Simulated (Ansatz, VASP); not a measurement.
## AgCl in VASP and in Ansatz

INCAR

```
PREC = Accurate ; ENCUT = 520
EDIFF = 1E-8 ; ISMEAR = -1
SIGMA = 0.02 ; LREAL = False
LASPH = True ; NELM = 60
ALGO = Normal ; ISIF = 2
LWAVE = False ; LCHARG = False
GGA = PE ; LEFG = True
NBANDS = 16
```

KPOINTS

```
Automatic mesh
0
Gamma
  8 8 8
```

File POSCAR:

```
AgCl
1.0
    0.0000000000      2.7823631906      2.7823631906
    2.7823631906      0.0000000000      2.7823631906
    2.7823631906      2.7823631906      0.0000000000
Ag Cl
1 1
Direct
    0.5000000000      0.5000000000      0.5000000000
    0.0000000000      0.0000000000      0.0000000000
```

Input for Ansatz:

```yaml
crystal:
  lattice:
    - [0.0, 2.7823631906, 2.7823631906]
    - [2.7823631906, 0.0, 2.7823631906]
    - [2.7823631906, 2.7823631906, 0.0]
  atoms:
    - { symbol: Ag, position: [0.5, 0.5, 0.5] }
    - { symbol: Cl, position: [0.0, 0.0, 0.0] }
kpoints:
  mp_grid: { grid: [8, 8, 8] }
scf:
  occupations: { method: fermi_dirac, width: 0.02 }
hamiltonian:
  xc: pbe
  pseudopotentials: { kind: all_electron, datasets: crystal }
output:
  forces: true
  stress: true
  eigenvalues: true
  efg: { contact_densities: true }
```

Change from the starting cell: volume scaled by 1.01, crystal datasets.

Alike in both runs: task electric field gradients; functional PBE; k mesh 8 × 8 × 8; occupations fermi-dirac, width 0.02 eV; no spin polarisation.

|  | VASP | Ansatz |
| --- | --- | --- |
| version | VASP 6.6.1 | Ansatz 0.2.0 |
| potentials or method | VASP PAW PBE potentials, release 64 (Ag, Cl), cutoff 520 eV | all-electron PAW with datasets made for the crystal, scalar-relativistic |

```tsv
	VASP	Ansatz	Ansatz less VASP
gap on the k mesh at the Fermi level (eV)	0.91	0.92	+0.004
pressure (GPa)	1.0	1.1	+0.14
```

Ansatz ran all-electron here, and VASP with PAW potentials.
